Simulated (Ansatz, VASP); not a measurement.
# TaN in VASP and in Ansatz

```xyz
6
Lattice="5.1498 0.0000 0.0000 -2.5749 4.4599 0.0000 0.0000 0.0000 2.8742" Properties=species:S:1:pos:R:3 pbc="T T T"
Ta    0.0000    2.9733    1.4371
Ta    2.5749    1.4866    1.4371
Ta    0.0000    0.0000    0.0000
N     2.0260    0.0000    0.0000
N     1.5619    2.7053    0.0000
N    -1.0130    1.7546    0.0000
```

Alike in both runs: functional LDA; k mesh 7 × 7 × 11; occupations fermi-dirac, width 0.1 eV; no spin polarisation.

Ansatz relaxed the structure, and its values are those at the end. VASP's run is a single point on that final structure, the one shown.

|  | VASP | Ansatz |
| --- | --- | --- |
| version | VASP 6.6.1 | Ansatz 0.2.0 |
| potentials or method | VASP PAW LDA potentials, release 64 (Ta_sv_GW, N), cutoff 700 eV | PAW plane waves |
| valence electrons in the cell | 54 | 54 |

|  | VASP | Ansatz | Ansatz less VASP |
| --- | --- | --- | --- |
| gap on the k mesh at the Fermi level (eV) | none | none | - |
| pressure (GPa) | 1.1 | 0.0 | -1.14 |
| rms of the force components (eV/Å) | 0.004 | 0.000 | -0.0042 |

Ansatz warns that its potentials were made for another functional, while VASP's fit it. LDA's correlation is that of Perdew and Zunger in VASP and of Perdew and Wang (1992) in Ansatz. A gap of «none» marks a metal or a gap that the smearing closes.

Neither program's run includes spin-orbit coupling.
